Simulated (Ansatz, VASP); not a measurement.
## One calculation of Y, two programs

```
Y
1.0
     3.44369    0.00000    0.00000
    -1.72184    2.98232    0.00000
     0.00000    0.00000    3.30143
Y
1
Direct
  0.00000 0.00000 0.00000
```

Alike in both runs: functional r2SCAN; k mesh 18 × 18 × 18; occupations gaussian, width 0.1 eV; no spin polarisation.

Ansatz relaxed the structure, and its values are those at the end. VASP's run is a single point on that final structure, the one shown.

|  | VASP | Ansatz |
| --- | --- | --- |
| version | VASP 6.6.1 | Ansatz 0.2.0 |
| potentials or method | VASP PAW PBE potentials, release 64 (Y_sv), cutoff 520 eV | scalar-relativistic, plane waves, PAW |
| valence electrons in the cell | 11 | 11 |

|  | VASP | Ansatz | Ansatz less VASP |
| --- | --- | --- | --- |
| gap on the k mesh at the Fermi level (eV) | none | none | - |
| pressure (GPa) | 0.1 | 0.0 | -0.09 |

VASP's potentials were made for PBE, not for r2SCAN. A gap of «none» marks a metal or a gap that the smearing closes.
